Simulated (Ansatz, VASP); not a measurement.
One calculation of TaN, two programs

Contents of INCAR:

```
PREC = Accurate ; ENCUT = 520
EDIFF = 1E-8 ; ISMEAR = -1
SIGMA = 0.01 ; LREAL = F
LASPH = T ; NELM = 120
ALGO = Normal ; ISIF = 2
LWAVE = F ; LCHARG = F
GGA = PE ; LEFG = T
NBANDS = 24 ; GGA_COMPAT = F
```

Contents of KPOINTS:

```
Automatic mesh
0
Gamma
  9 9 5
```

POSCAR

```
TaN
1.0
    3.0500010905      0.0000000000      0.0000000000
   -1.5250005453      2.6413784260      0.0000000000
    0.0000000000      0.0000000000      5.0388000000
Ta N
2 2
Direct
    0.3333333333      0.6666666667      0.0000000000
    0.6666666667      0.3333333333      0.5000000000
    0.3333333333      0.6666666667      0.3850000000
    0.6666666667      0.3333333333      0.8850000000
```

Input for Ansatz:

```yaml
crystal:
  lattice:
    - [3.0500010905, 0.0, 0.0]
    - [-1.5250005453, 2.641378426, 0.0]
    - [0.0, 0.0, 5.0388]
  atoms:
    - { symbol: Ta, position: [0.3333333333, 0.6666666667, 0.0] }
    - { symbol: Ta, position: [0.6666666667, 0.3333333333, 0.5] }
    - { symbol: "N", position: [0.3333333333, 0.6666666667, 0.385] }
    - { symbol: "N", position: [0.6666666667, 0.3333333333, 0.885] }
kpoints:
  mp_grid: { grid: [9, 9, 5] }
scf:
  occupations: { method: fermi_dirac, width: 0.01 }
hamiltonian:
  xc: pbe
  pseudopotentials: { kind: paw }
output:
  forces: true
  stress: true
  eigenvalues: true
  efg: { contact_densities: true }
  write_density: true
  write_potential: true
  elf: true
  volumetric_format: npy
```

Change from the starting cell: zz strain of +2 %, PAW files.

Alike in both runs: task electric field gradients; functional PBE; k mesh 9 × 9 × 5; occupations fermi-dirac, width 0.01 eV; no spin polarisation.

|  | VASP | Ansatz |
| --- | --- | --- |
| version | VASP 6.6.1 | Ansatz 0.2.0 |
| potentials or method | VASP PAW PBE potentials, release 64 (Ta_pv, N) | PAW with Ansatz's default frozen-core files, scalar-relativistic |
| plane-wave cutoff (eV) | 520 | 420 |
| valence electrons in the cell | 32 | 36 |

```tsv
	VASP	Ansatz	Ansatz less VASP
pressure (GPa)	127.5	124.6	-2.88
traceless stress, the component that is largest in VASP (GPa)	-22.12	-21.56	+0.558
rms of the force components (eV/Å)	1.925	1.896	-0.0289
size of Vzz on the site where it differs most (V/Å²)	144.0	148.0	+3.93
```

Atom by atom the forces differ by 0.029 eV/Å (rms over components). Both programs put the cell under a high pressure, so it lies far from rest at this level. VASP's potentials hold 32 valence electrons a cell and Ansatz's 36, so a difference there can come from the potentials and not from the codes.

Spin-orbit coupling is off throughout. Noted on VASP's run: the cell as given lies far from equilibrium.
